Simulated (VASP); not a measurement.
# Pd (Fm-3m) in VASP: notebook

Pd is run at these levels: PBEsol+D3(BJ); tasks: single point.

All numbers are computed with VASP 6.6.1; they aren't measurements. Logs are shortened: lines on timing, memory, paths and dates and some standing lists are left out, and cuts for length are marked.

### 1 The cell of the first run

Symmetry: Fm-3m, No. 225, cubic system. The conventional cell has a = 3.880 Å, b = 3.880 Å, c = 3.880 Å, α = 90.00°, β = 90.00°, γ = 90.00°. Pd (site symmetry m-3m) has 12 Pd at 2.74 Å within 3.6 Å.

### 2 Single point, PBEsol+D3(BJ)

File INCAR:

```
SYSTEM = Pd
PREC = Accurate ; ENCUT = 500
EDIFF = 1E-6 ; ISMEAR = 0
SIGMA = 0.1 ; LREAL = .FALSE.
LASPH = .TRUE. ; NELM = 120
ALGO = Normal ; ISIF = 2
LWAVE = .FALSE. ; LCHARG = .TRUE.
GGA = PS ; IVDW = 12
LELF = .TRUE. ; LVHAR = .TRUE.
NBANDS = 11 ; GGA_COMPAT = .FALSE.
```

File KPOINTS:

```
regular mesh
0
G
  8 8 8
  0 0 0
```

File POSCAR:

```
Pd
1.0
    0.0000000000      1.9400000000      1.9400000000
    1.9400000000      0.0000000000      1.9400000000
    1.9400000000      1.9400000000      0.0000000000
Pd
1
Direct
    0.0000000000      0.0000000000      0.0000000000
```

Potentials or basis: VASP PAW PBE potentials, release 64 (Pd).

The run is started by

```
$ cat potpaw_PBE.64/Pd/POTCAR > POTCAR
$ mpirun -np 1 vasp_std > vasp.out
```

OUTCAR:

```text
SYSTEM = Pd
   PREC = Accurate
   ENCUT = 500
   EDIFF = 1E-6
   ISMEAR = 0
   LREAL = .FALSE.
   LASPH = .TRUE.
   NELM = 120
   ISIF = 2
   GGA = PS
   IVDW = 12
 IVDW          = 12

 ion  position               nearest neighbor table
   1  0.000  0.000  0.000-

  LATTYP: Found a face centered cubic cell.
 ALAT       =     3.8800000000

  Lattice vectors:

 A1 = (   0.0000000000,   1.9400000000,   1.9400000000)
 A2 = (   1.9400000000,   0.0000000000,   1.9400000000)
 A3 = (   1.9400000000,   1.9400000000,   0.0000000000)

Analysis of symmetry for initial positions (statically):
=====================================================================
 Subroutine PRICEL returns:
 Original cell was already a primitive cell.

 Routine SETGRP: Setting up the symmetry group for a
 face centered cubic supercell.

 Subroutine GETGRP returns: Found 48 space group operations
 (whereof 48 operations were pure point group operations)
 out of a pool of 48 trial point group operations.

The static configuration has the point symmetry O_h .

Analysis of symmetry for dynamics (positions and initial velocities):
=====================================================================
 Subroutine PRICEL returns:
 Original cell was already a primitive cell.

 Routine SETGRP: Setting up the symmetry group for a
 face centered cubic supercell.

 Subroutine GETGRP returns: Found 48 space group operations
 (whereof 48 operations were pure point group operations)
 out of a pool of 48 trial point group operations.

The dynamic configuration has the point symmetry O_h .

 Subroutine INISYM returns: Found 48 space group operations
 (whereof 48 operations are pure point group operations),
 and found     1 'primitive' translations

----------------------------------------------------------------------------------------

                                     Primitive cell

  volume of cell :      14.6028

  direct lattice vectors                    reciprocal lattice vectors
     0.000000000  1.940000000  1.940000000    -0.257731959  0.257731959  0.257731959
     1.940000000  0.000000000  1.940000000     0.257731959 -0.257731959  0.257731959
     1.940000000  1.940000000  0.000000000     0.257731959  0.257731959 -0.257731959

  length of vectors
     2.743574311  2.743574311  2.743574311     0.446404847  0.446404847  0.446404847

  position of ions in fractional coordinates (direct lattice)
     0.000000000  0.000000000  0.000000000

  ion indices of the primitive-cell ions
   primitive index   ion index
                 1           1

----------------------------------------------------------------------------------------

 KPOINTS: regular mesh

Automatic generation of k-mesh.
 Grid dimensions read from file:
 generate k-points for:    8    8    8

 Generating k-lattice:

  Cartesian coordinates                     Fractional coordinates (reciprocal lattice)
    -0.032216495  0.032216495  0.032216495     0.125000000  0.000000000  0.000000000
     0.032216495 -0.032216495  0.032216495     0.000000000  0.125000000  0.000000000
     0.032216495  0.032216495 -0.032216495     0.000000000  0.000000000  0.125000000

  Length of vectors
     0.055800606  0.055800606  0.055800606

  Shift w.r.t. Gamma in fractional coordinates (k-lattice)
     0.000000000  0.000000000  0.000000000

 Subroutine IBZKPT returns following result:
 ===========================================

 Found     29 irreducible k-points:

 Following reciprocal coordinates:
            Coordinates               Weight
  0.000000  0.000000  0.000000      1.000000
  0.125000  0.000000  0.000000      8.000000
  0.250000  0.000000  0.000000      8.000000
  0.375000  0.000000  0.000000      8.000000
  0.500000  0.000000  0.000000      4.000000
  0.125000  0.125000  0.000000      6.000000
[... 16 lines left out ...]
  0.500000  0.250000  0.125000     48.000000
 -0.375000  0.250000  0.125000     24.000000
 [... further k-points ...]
   k-points           NKPTS =     29   k-points in BZ     NKDIM =     29   number of bands    NBANDS=     11
   number of dos      NEDOS =    301   number of ions     NIONS =      1
   total plane-waves  NPLWV =   8000
   dimension x,y,z NGX =    20 NGY =   20 NGZ =   20
   dimension x,y,z NGXF=    40 NGYF=   40 NGZF=   40
   ions per type =               1
   NGX,Y,Z   is equivalent  to a cutoff of  12.12, 12.12, 12.12 a.u.
   NGXF,Y,Z  is equivalent  to a cutoff of  24.24, 24.24, 24.24 a.u.
 SYSTEM =  Pd
   PREC   = accura    normal or accurate (medium, high low for compatibility)
   ISTART =      0    job   : 0-new  1-cont  2-samecut
   ICHARG =      2    charge: 1-file 2-atom 10-const
   ISPIN  =      1    spin polarized calculation?
   LNONCOLLINEAR =      F non collinear calculations
   LSORBIT =      F    spin-orbit coupling
   LASPH  =      T    aspherical Exc in radial PAW
   ENCUT  =  500.0 eV  36.75 Ry    6.06 a.u.   5.00  5.00  5.00*2*pi/ulx,y,z
   NELM   =    120;   NELMIN=  2; NELMDL= -5     # of ELM steps
   EDIFF  = 0.1E-05   stopping-criterion for ELM
   LREAL  =      F    real-space projection
   EDIFFG = 0.1E-04   stopping-criterion for IOM
   NSW    =      0    number of steps for IOM
   IBRION =     -1    ionic relax: 0-MD 1-quasi-New 2-CG
   NFREE  =      0    steps in history (QN), initial steepest desc. (CG)
   ISIF   =      2    stress and relaxation
   ISYM   =      2    0-nonsym 1-usesym 2-fastsym
   POTIM  = 0.5000    time-step for ionic-motion
   TEBEG  =    0.0;   TEEND  =   0.0 temperature during run
   PSTRESS=    0.0 pullay stress
   NELECT =      10.0000    total number of electrons
   NUPDOWN=      -1.0000    fix difference up-down
   EMIN   =  10.00;   EMAX   =-10.00  energy-range for DOS
   EFERMI =   0.00;   METHOD = LEGACY
   ISMEAR =     0;   SIGMA  =   0.10  broadening in eV -4-tet -1-fermi 0-gaus
   EFERMI_NEDOS =   21; number of points for ismear=-14 and -15
   IALGO  =     38    algorithm
   IMIX   =      4    mixing-type and parameters
     AMIX     =   0.40;   BMIX     =  1.00
     AMIX_MAG =   1.60;   BMIX_MAG =  1.00
  volume/ion in A,a.u.               =      14.60        98.54
  Fermi-wavevector in a.u.,A,eV,Ry     =   1.442989  2.726854 28.330296  2.082218
  Thomas-Fermi vector in A             =   2.561447
   LORBIT       =      0    0 simple, 1 ext, 2 COOP (PROOUT), +10 PAW based schemes
   GGA     = PS    functional components
   LHFCALC =     F    Hartree Fock is set to
   AEXX    =    0.0000 exact exchange contribution
   IVDW    =    12    specifies the selected vdW correction
   LEPSILON=     F    determine dielectric tensor
   LRPA    =     F    only Hartree local field effects (RPA)
 non-spin polarized calculation
 Gauss-broadening in eV      SIGMA  =   0.10
  energy-cutoff  :      500.00
  volume of cell :       14.60
 maximum number of plane-waves:       388
   NGX =  9   NGY =  9   NGZ =  9

 number of electron      10.0000001 magnetization

 Free energy of the ion-electron system (eV)
  ---------------------------------------------------
  ext. energy  EPLUGINS =         0.00000000
  ---------------------------------------------------
  free energy    TOTEN  =        -5.94080718 eV

  energy without entropy =       -5.92841069  energy(sigma->0) =       -5.93460894

 E-fermi :   9.9005     XC(G=0): -13.4367

 val. band max:        9.8557632724   @ k =  -0.3750   0.3750   0.1250
 cond. band min:       9.9063455545   @ k =   0.5000   0.2500   0.0000
 fundamental gap:      0.0505822821
 Fermi energy:         9.9004918360

 k-point     1 :       0.0000    0.0000    0.0000
  band No.  band energies     occupation
      1       2.4725      2.00000
      2       6.9268      2.00000
      3       6.9268      2.00000
      4       6.9268      2.00000
      5       8.5828      2.00000
      6       8.5828      2.00000
      7      26.9235      0.00000
      8      31.7448      0.00000
      9      31.7448      0.00000
     10      31.7448      0.00000
     11      35.9539      0.00000

 k-point     2 :       0.1250    0.0000    0.0000
  band No.  band energies     occupation
      1       3.0257      2.00000
      2       6.7508      2.00000
      3       7.1028      2.00000
      4       7.1028      2.00000
      5       8.5133      2.00000
      6       8.5133      2.00000
      7      27.3865      0.00000
      8      29.0422      0.00000
      9      32.3834      0.00000
     10      32.3834      0.00000
     11      36.1061      0.00000

 k-point     3 :       0.2500    0.0000    0.0000
  band No.  band energies     occupation
      1       4.1900      2.00000
      2       6.8627      2.00000
      3       7.2259      2.00000
      4       7.2259      2.00000
      5       8.7334      2.00000
      6       8.7334      2.00000
      7      24.3434      0.00000
      8      27.9945      0.00000
      9      33.4932      0.00000
     10      33.4932      0.00000
     11      35.5956      0.00000

 k-point     4 :       0.3750    0.0000    0.0000
  band No.  band energies     occupation
      1       4.4740      2.00000
      2       7.0041      2.00000
      3       7.0041      2.00000
      4       8.8162      2.00000
      5       9.4382      2.00000
      6       9.4382      2.00000
      7      19.8180      0.00000
      8      26.8411      0.00000
      9      31.9563      0.00000
     10      31.9563      0.00000
     11      36.5929      0.00000

 k-point     5 :       0.5000    0.0000    0.0000
  band No.  band energies     occupation
      1       4.3925      2.00000
      2       6.8777      2.00000
      3       6.8777      2.00000
      4       9.8145      1.77612
      5       9.8145      1.77612
      6      10.6886      0.00000
      7      17.1608      0.00000
      8      26.2753      0.00000
      9      30.9056      0.00000
     10      30.9056      0.00000
     11      36.1309      0.00000
[... 211 lines left out ...]
 k-point    21 :       0.5000    0.5000    0.0000
  band No.  band energies     occupation
      1       4.2979      2.00000
      2       4.6036      2.00000
      3       9.7873      1.89044
      4      10.1371      0.00082
      5      10.1371      0.00082
      6      13.0448      0.00000
      7      20.6256      0.00000
      8      22.9597      0.00000
      9      22.9597      0.00000
     10      31.4263      0.00000
     11      31.5876      0.00000

 k-point    22 :       0.3750    0.2500    0.1250
  band No.  band energies     occupation
      1       5.2056      2.00000
      2       5.8805      2.00000
      3       6.9665      2.00000
      4       8.2380      2.00000
      5       8.4242      2.00000
      6      10.0950      0.00594
      7      24.8758      0.00000
      8      25.7192      0.00000
      9      29.1592      0.00000
     10      31.8016      0.00000
     11      35.4867      0.00000

 k-point    23 :       0.5000    0.2500    0.1250
  band No.  band energies     occupation
      1       5.4060      2.00000
      2       6.3051      2.00000
      3       6.7145      2.00000
      4       8.0475      2.00000
      5       9.2956      2.00000
      6      12.2739      0.00000
      7      20.5177      0.00000
      8      24.9597      0.00000
      9      27.1450      0.00000
     10      31.9319      0.00000
     11      35.6640      0.00000

 k-point    24 :      -0.3750    0.2500    0.1250
  band No.  band energies     occupation
      1       5.3481      2.00000
      2       6.1090      2.00000
      3       7.3094      2.00000
      4       7.8127      2.00000
      5       9.6743      1.99862
      6      14.6300      0.00000
      7      17.1965      0.00000
      8      25.4743      0.00000
      9      25.7968      0.00000
     10      30.9833      0.00000
     11      36.0394      0.00000

 [... further k-points ...]

------------------------ aborting loop because EDIFF is reached ----------------------------------------

 Edisp (eV)   -0.62812

 E8    (eV) :    -0.4193

  FORCE on cell =-STRESS in cart. coord.  units (eV):
  Direction    XX          YY          ZZ          XY          YZ          ZX
  --------------------------------------------------------------------------------------
  -------------------------------------------------------------------------------------
  Total      -0.64313    -0.64313    -0.64313    -0.00000    -0.00000    -0.00000
  in kB     -70.56231   -70.56231   -70.56231    -0.00000    -0.00000    -0.00000
  external pressure =      -70.56 kB  Pullay stress =        0.00 kB

 VOLUME and BASIS-vectors are now :
 -----------------------------------------------------------------------------
  energy-cutoff  :      500.00
  volume of cell :       14.60
      direct lattice vectors                 reciprocal lattice vectors
     0.000000000  1.940000000  1.940000000    -0.257731959  0.257731959  0.257731959
     1.940000000  0.000000000  1.940000000     0.257731959 -0.257731959  0.257731959
     1.940000000  1.940000000  0.000000000     0.257731959  0.257731959 -0.257731959

 POSITION                                       TOTAL-FORCE (eV/Angst)
 -----------------------------------------------------------------------------------
      0.00000      0.00000      0.00000         0.000000      0.000000      0.000000
 -----------------------------------------------------------------------------------
    total drift:                                0.000000     -0.000000     -0.000000

  FREE ENERGIE OF THE ION-ELECTRON SYSTEM (eV)
  ---------------------------------------------------
  free  energy   TOTEN  =        -6.5689293011 eV

  energy  without entropy=       -6.5565328140  energy(sigma->0) =       -6.56273106
```

Run time: 9.2 s. Hardware: 1 thread of Intel Xeon 8259CL, shared host; peak memory 0.14 GiB.

Results:

| Property | Result |
| --- | --- |
| Free energy | -6.5689 eV |
| Pressure | -7.1 GPa |
| Band gap on the k mesh | zero (bands 5 and 6 overlap by 1.63 eV) |
| Dispersion energy per atom | -0.628 eV |

Levels at points of the mesh, in eV from the Fermi level:
```tsv
k point	band 2	band 3	band 4	band 5	band 6	band 7	band 8	band 9
(0.00, 0.00, 0.00)	-2.97	-2.97	-2.97	-1.32	-1.32	17.02	21.84	21.84
(0.50, 0.00, 0.00)	-3.02	-3.02	-0.09	-0.09	0.79	7.26	16.37	21.01
(0.50, 0.50, 0.00)	-5.30	-0.11	0.24	0.24	3.14	10.73	13.06	13.06
```

Caveat: the cell stands under tension; the PAW data sets were made with another functional, which shifts forces and pressure a little.

(Continued in part 2 of 2.)
